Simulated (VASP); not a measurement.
## GaAs4: single point with PBE

Crystal: GaAs4.

```
Ga As
1.0
     4.99468    0.00000    0.00000
     0.00000    4.99468    0.00000
     0.00000    0.00000    4.99468
Ga As
1 4
Direct
  0.50000 0.50000 0.50000
  0.50000 0.00000 0.00000
  0.00000 0.50000 0.00000
  0.00000 0.00000 0.50000
  0.00000 0.00000 0.00000
```

The cell was generated, and may not be a known phase.

| Property | Result |
| --- | --- |
| Program | VASP 6.6.1 |
| Task | single point |
| Functional | PBE |
| Potentials or basis | VASP PAW PBE potentials, release 64 (Ga_d, As) |
| Cutoff | 520 eV |
| k mesh | 4 × 4 × 4 |
| Occupations | gaussian, width 0.1 eV |
| Spin | no spin polarisation |
| Dipole correction | no |
| Further INCAR settings | ALGO = Normal; EDIFF = 1e-06; NBANDS = 24 |

```yaml
Pressure: 0.2 GPa
Band_gap_on_the_k_mesh: zero (an odd number of electrons rules out a gap without spin polarisation)
```

Levels at points of the mesh, in eV from the Fermi level:
| k point | band 14 | band 15 | band 16 | band 17 | band 18 | band 19 |
| --- | --- | --- | --- | --- | --- | --- |
| (0.00, 0.00, 0.00) | -0.54 | -0.54 | -0.54 | 0.04 | 0.04 | 0.04 |
| (0.50, 0.00, 0.00) | -1.62 | -0.85 | -0.77 | 0.09 | 0.09 | 0.42 |
| (0.50, 0.50, 0.00) | -1.32 | -1.18 | -1.18 | -0.18 | 0.45 | 0.45 |
| (0.50, 0.50, 0.50) | -0.12 | -0.12 | 0.45 | 0.45 | 0.45 | 1.88 |

Run time: 14 s on 1 thread of AMD EPYC 9R45 96-Core Processor (Zen 5), with other jobs on the host, peak memory 0.21 GiB.

Caveat: an odd number of electrons without spin polarisation forces a metal; a magnetic or distorted state may lie lower.
